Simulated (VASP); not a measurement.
# Cu (Fm-3m) in VASP: density of states with LDA

Aim: the density of states of Cu with LDA.

All numbers are computed with VASP 6.6.1; they aren't measurements. Logs are shortened: lines on timing, memory, paths and dates and some standing lists are left out, and cuts for length are marked.

## Step 1: The cell of the first run

It takes space group Fm-3m (No. 225, cubic). The conventional cell has a = 3.518 Å, b = 3.518 Å, c = 3.518 Å, α = 90.00°, β = 90.00°, γ = 90.00°. Cu (site symmetry m-3m) has 12 Cu at 2.49 Å within 3.3 Å.

## Step 2: Density of states, LDA

The input, POSCAR:

```
Cu
1.0
    0.0000000000      1.7591385178      1.7591385178
    1.7591385178      0.0000000000      1.7591385178
    1.7591385178      1.7591385178      0.0000000000
Cu
1
Direct
    0.0000000000      0.0000000000      0.0000000000
```

The input, INCAR.step1:

```
ALGO = Normal
EDIFF = 1E-6
ENCUT = 520
GGA = CA
ISIF = 2
ISMEAR = 0
LASPH = T
LCHARG = T
LMAXMIX = 4
LREAL = F
LWAVE = F
NBANDS = 12
NELM = 100
PREC = Accurate
SIGMA = 0.05
```

The input, KPOINTS.step1:

```
k-points
0
Gamma
  20 20 20
```

The input, INCAR.step2:

```
ALGO = Normal
EDIFF = 1E-6
ENCUT = 520
GGA = CA
ICHARG = 11
ISIF = 2
ISMEAR = -5
LASPH = T
LCHARG = F
LMAXMIX = 4
LORBIT = 10
LREAL = F
LWAVE = F
NEDOS = 1001
NELM = 100
PREC = Accurate
SIGMA = 0.05
```

The input, KPOINTS.step2:

```
k-points
0
Gamma
  30 30 30
```

Potentials or basis: VASP PAW LDA potentials, release 64 (Cu).

Command:

```sh
$ cat potpaw_LDA.64/Cu/POTCAR > POTCAR
$ cp INCAR.step1 INCAR
$ cp KPOINTS.step1 KPOINTS
$ mpirun -np 1 vasp_std > vasp.out
$ cp INCAR.step2 INCAR
$ cp KPOINTS.step2 KPOINTS
$ mpirun -np 1 vasp_std > vasp.out
```

OUTCAR:

```text
EDIFF = 1E-6
   ENCUT = 520
   GGA = CA
   ICHARG = 11
   ISIF = 2
   ISMEAR = -5
   LASPH = T
   LORBIT = 10
   LREAL = F
   NELM = 100
   PREC = Accurate

 ion  position               nearest neighbor table
   1  0.000  0.000  0.000-

  LATTYP: Found a face centered cubic cell.
 ALAT       =     3.5182770356

  Lattice vectors:

 A1 = (   0.0000000000,   1.7591385178,   1.7591385178)
 A2 = (   1.7591385178,   0.0000000000,   1.7591385178)
 A3 = (   1.7591385178,   1.7591385178,   0.0000000000)

Analysis of symmetry for initial positions (statically):
=====================================================================
 Subroutine PRICEL returns:
 Original cell was already a primitive cell.

 Routine SETGRP: Setting up the symmetry group for a
 face centered cubic supercell.

 Subroutine GETGRP returns: Found 48 space group operations
 (whereof 48 operations were pure point group operations)
 out of a pool of 48 trial point group operations.

The static configuration has the point symmetry O_h .

Analysis of symmetry for dynamics (positions and initial velocities):
=====================================================================
 Subroutine PRICEL returns:
 Original cell was already a primitive cell.

 Routine SETGRP: Setting up the symmetry group for a
 face centered cubic supercell.

 Subroutine GETGRP returns: Found 48 space group operations
 (whereof 48 operations were pure point group operations)
 out of a pool of 48 trial point group operations.

The dynamic configuration has the point symmetry O_h .

 Subroutine INISYM returns: Found 48 space group operations
 (whereof 48 operations are pure point group operations),
 and found     1 'primitive' translations

----------------------------------------------------------------------------------------

                                     Primitive cell

  volume of cell :      10.8875

  direct lattice vectors                    reciprocal lattice vectors
     0.000000000  1.759138518  1.759138518    -0.284230034  0.284230034  0.284230034
     1.759138518  0.000000000  1.759138518     0.284230034 -0.284230034  0.284230034
     1.759138518  1.759138518  0.000000000     0.284230034  0.284230034 -0.284230034

  length of vectors
     2.487797550  2.487797550  2.487797550     0.492300859  0.492300859  0.492300859

  position of ions in fractional coordinates (direct lattice)
     0.000000000  0.000000000  0.000000000

  ion indices of the primitive-cell ions
   primitive index   ion index
                 1           1

----------------------------------------------------------------------------------------

 KPOINTS: k-points

Automatic generation of k-mesh.
 Grid dimensions read from file:
 generate k-points for:   30   30   30

 Generating k-lattice:

  Cartesian coordinates                     Fractional coordinates (reciprocal lattice)
    -0.009474334  0.009474334  0.009474334     0.033333333  0.000000000  0.000000000
     0.009474334 -0.009474334  0.009474334     0.000000000  0.033333333  0.000000000
     0.009474334  0.009474334 -0.009474334     0.000000000  0.000000000  0.033333333

  Length of vectors
     0.016410029  0.016410029  0.016410029

  Shift w.r.t. Gamma in fractional coordinates (k-lattice)
     0.000000000  0.000000000  0.000000000

 TETIRR: Found   3593 inequivalent tetrahedra from   162000

 Subroutine IBZKPT returns following result:
 ===========================================

 Found    752 irreducible k-points:

 Following reciprocal coordinates:
            Coordinates               Weight
  0.000000  0.000000  0.000000      1.000000
  0.033333  0.000000  0.000000      8.000000
  0.066667  0.000000  0.000000      8.000000
  0.100000  0.000000  0.000000      8.000000
  0.133333  0.000000  0.000000      8.000000
  0.166667  0.000000  0.000000      8.000000
[... 16 lines left out ...]
  0.233333  0.033333  0.000000     24.000000
  0.266667  0.033333  0.000000     24.000000
 [... further k-points ...]
   k-points           NKPTS =    752   k-points in BZ     NKDIM =    752   number of bands    NBANDS=      9
   number of dos      NEDOS =   1001   number of ions     NIONS =      1
   total plane-waves  NPLWV =   8000
   dimension x,y,z NGX =    20 NGY =   20 NGZ =   20
   dimension x,y,z NGXF=    40 NGYF=   40 NGZF=   40
   ions per type =               1
   NGX,Y,Z   is equivalent  to a cutoff of  13.36, 13.36, 13.36 a.u.
   NGXF,Y,Z  is equivalent  to a cutoff of  26.73, 26.73, 26.73 a.u.
 SYSTEM =  unknown system
   PREC   = accura    normal or accurate (medium, high low for compatibility)
   ISTART =      0    job   : 0-new  1-cont  2-samecut
   ICHARG =     11    charge: 1-file 2-atom 10-const
   ISPIN  =      1    spin polarized calculation?
   LNONCOLLINEAR =      F non collinear calculations
   LSORBIT =      F    spin-orbit coupling
   LASPH  =      T    aspherical Exc in radial PAW
   ENCUT  =  520.0 eV  38.22 Ry    6.18 a.u.   4.63  4.63  4.63*2*pi/ulx,y,z
   NELM   =    100;   NELMIN=  2; NELMDL=  0     # of ELM steps
   EDIFF  = 0.1E-05   stopping-criterion for ELM
   LREAL  =      F    real-space projection
   EDIFFG = 0.1E-04   stopping-criterion for IOM
   NSW    =      0    number of steps for IOM
   IBRION =     -1    ionic relax: 0-MD 1-quasi-New 2-CG
   NFREE  =      0    steps in history (QN), initial steepest desc. (CG)
   ISIF   =      2    stress and relaxation
   ISYM   =      2    0-nonsym 1-usesym 2-fastsym
   POTIM  = 0.5000    time-step for ionic-motion
   TEBEG  =    0.0;   TEEND  =   0.0 temperature during run
   PSTRESS=    0.0 pullay stress
   NELECT =      11.0000    total number of electrons
   NUPDOWN=      -1.0000    fix difference up-down
   EMIN   =  10.00;   EMAX   =-10.00  energy-range for DOS
   EFERMI =   0.00;   METHOD = LEGACY
   ISMEAR =    -5;   SIGMA  =   0.05  broadening in eV -4-tet -1-fermi 0-gaus
   EFERMI_NEDOS =   21; number of points for ismear=-14 and -15
   IALGO  =     38    algorithm
   IMIX   =      4    mixing-type and parameters
     AMIX     =   0.40;   BMIX     =  1.00
     AMIX_MAG =   1.60;   BMIX_MAG =  1.00
  volume/ion in A,a.u.               =      10.89        73.47
  Fermi-wavevector in a.u.,A,eV,Ry     =   1.642716  3.104282 36.715515  2.698514
  Thomas-Fermi vector in A             =   2.732971
   LORBIT       =     10    0 simple, 1 ext, 2 COOP (PROOUT), +10 PAW based schemes
   GGA     = CA    functional components
   LHFCALC =     F    Hartree Fock is set to
   AEXX    =    0.0000 exact exchange contribution
   IVDW    =     0    specifies the selected vdW correction
   LEPSILON=     F    determine dielectric tensor
   LRPA    =     F    only Hartree local field effects (RPA)
 non-spin polarized calculation
 Fermi weights with tetrahedron method with Bloechl corrections
  energy-cutoff  :      520.00
  volume of cell :       10.89
 maximum number of plane-waves:       305

 number of electron      10.9999998 magnetization

 Free energy of the ion-electron system (eV)
  ---------------------------------------------------
  ext. energy  EPLUGINS =         0.00000000
  ---------------------------------------------------
  free energy    TOTEN  =        -4.70761384 eV

  energy without entropy =       -4.70761384  energy(sigma->0) =       -4.70761384

 E-fermi :   8.4403     XC(G=0): -13.5847

 val. band max:        8.4457354787   @ k =  -0.4667   0.1000   0.0000
 cond. band min:       8.4425898338   @ k =   0.5000   0.2667   0.1000
 fundamental gap:     -0.0031456449
 Fermi energy:         8.4403098371

 k-point     1 :       0.0000    0.0000    0.0000
  band No.  band energies     occupation
      1      -1.5815      2.00000
      2       5.0702      2.00000
      3       5.0702      2.00000
      4       5.0702      2.00000
      5       6.0204      2.00000
      6       6.0204      2.00000
      7      31.7251      0.00000
      8      34.8464      0.00000
      9      34.8465      0.00000

 k-point     2 :       0.0333    0.0000    0.0000
  band No.  band energies     occupation
      1      -1.5385      2.00000
      2       5.0601      2.00000
      3       5.0791      2.00000
      4       5.0791      2.00000
      5       6.0167      2.00000
      6       6.0167      2.00000
      7      31.5608      0.00000
      8      34.0775      0.00000
      9      34.6994      0.00000

 k-point     3 :       0.0667    0.0000    0.0000
  band No.  band energies     occupation
      1      -1.4099      2.00000
      2       5.0309      2.00000
      3       5.1047      2.00000
      4       5.1047      2.00000
      5       6.0066      2.00000
      6       6.0066      2.00000
      7      30.8272      0.00000
      8      33.0991      0.00000
      9      34.3550      0.00000

 k-point     4 :       0.1000    0.0000    0.0000
  band No.  band energies     occupation
      1      -1.1976      2.00000
      2       4.9857      2.00000
      3       5.1432      2.00000
      4       5.1432      2.00000
      5       5.9939      2.00000
      6       5.9939      2.00000
      7      29.3882      0.00000
      8      32.6740      0.00000
      9      33.9461      0.00000

 k-point     5 :       0.1333    0.0000    0.0000
  band No.  band energies     occupation
      1      -0.9046      2.00000
      2       4.9296      2.00000
      3       5.1876      2.00000
      4       5.1876      2.00000
      5       5.9849      2.00000
      6       5.9849      2.00000
      7      27.6664      0.00000
      8      32.4770      0.00000
      9      33.5397      0.00000

 k-point     6 :       0.1667    0.0000    0.0000
  band No.  band energies     occupation
      1      -0.5360      2.00000
      2       4.8699      2.00000
      3       5.2281      2.00000
      4       5.2281      2.00000
      5       5.9890      2.00000
      6       5.9890      2.00000
      7      25.8865      0.00000
      8      32.3060      0.00000
      9      33.1626      0.00000
[... 169 lines left out ...]
 k-point    21 :       0.1667    0.0333    0.0000
  band No.  band energies     occupation
      1      -0.6301      2.00000
      2       4.8725      2.00000
      3       5.2257      2.00000
      4       5.2296      2.00000
      5       5.9273      2.00000
      6       6.0398      2.00000
      7      26.5091      0.00000
      8      31.9408      0.00000
      9      32.2246      0.00000

 k-point    22 :       0.2000    0.0333    0.0000
  band No.  band energies     occupation
      1      -0.2162      2.00000
      2       4.8155      2.00000
      3       5.2561      2.00000
      4       5.2600      2.00000
      5       5.9408      2.00000
      6       6.0672      2.00000
      7      24.7326      0.00000
      8      31.7083      0.00000
      9      31.8429      0.00000

 k-point    23 :       0.2333    0.0333    0.0000
  band No.  band energies     occupation
      1       0.2574      2.00000
      2       4.7733      2.00000
      3       5.2632      2.00000
      4       5.2708      2.00000
      5       5.9881      2.00000
      6       6.1187      2.00000
      7      22.9858      0.00000
      8      31.4648      0.00000
      9      31.5184      0.00000

 k-point    24 :       0.2667    0.0333    0.0000
  band No.  band energies     occupation
      1       0.7730      2.00000
      2       4.7632      2.00000
      3       5.2455      2.00000
      4       5.2604      2.00000
      5       6.0698      2.00000
      6       6.1935      2.00000
      7      21.2865      0.00000
      8      31.2129      0.00000
      9      31.2521      0.00000

 [... further k-points ...]

------------------------ aborting loop because EDIFF is reached ----------------------------------------

  FORCE on cell =-STRESS in cart. coord.  units (eV):
  Direction    XX          YY          ZZ          XY          YZ          ZX
  --------------------------------------------------------------------------------------
  -------------------------------------------------------------------------------------
  Total       -0.0794642     -0.0794642     -0.0794642      0.0000000     -0.0000000      0.0000000
  in kB      -11.6937019    -11.6937019    -11.6937019      0.0000000     -0.0000000      0.0000000
  external PRESSURE =     -11.6937019 kB  Pullay stress =       0.0000000 kB

 VOLUME and BASIS-vectors are now :
 -----------------------------------------------------------------------------
  energy-cutoff  :      520.00
  volume of cell :       10.89
      direct lattice vectors                 reciprocal lattice vectors
     0.000000000  1.759138518  1.759138518    -0.284230034  0.284230034  0.284230034
     1.759138518  0.000000000  1.759138518     0.284230034 -0.284230034  0.284230034
     1.759138518  1.759138518  0.000000000     0.284230034  0.284230034 -0.284230034

 POSITION                                       TOTAL-FORCE (eV/Angst)
 -----------------------------------------------------------------------------------
      0.00000      0.00000      0.00000         0.000000      0.000000      0.000000
 -----------------------------------------------------------------------------------
    total drift:                                0.000000     -0.000000      0.000000

  FREE ENERGIE OF THE ION-ELECTRON SYSTEM (eV)
  ---------------------------------------------------
  free  energy   TOTEN  =        -4.7076138411 eV

  energy  without entropy=       -4.7076138411  energy(sigma->0) =       -4.70761384

 total charge

# of ion       s       p       d       tot
------------------------------------------
    1        0.480   0.445   9.187  10.112
```

It took 84 s on 1 thread of Intel Xeon 8259CL, shared host; peak memory 0.19 GiB.

What came out:

```
Valence electrons inside the program's atomic spheres : Cu 10.11
```

Levels at points of the mesh, in eV from the Fermi level:
```tsv
k point	band 3	band 4	band 5	band 6	band 7	band 8	band 9
(0.00, 0.00, 0.00)	-3.37	-3.37	-2.42	-2.42	23.28	26.41	26.41
(0.50, 0.00, 0.00)	-3.40	-1.78	-1.78	-1.26	4.12	21.76	23.17
(0.50, 0.50, 0.00)	-1.79	-1.62	-1.62	1.39	7.67	13.61	13.61
```

Caveat: tetrahedron occupations give inexact forces and stress in metals.
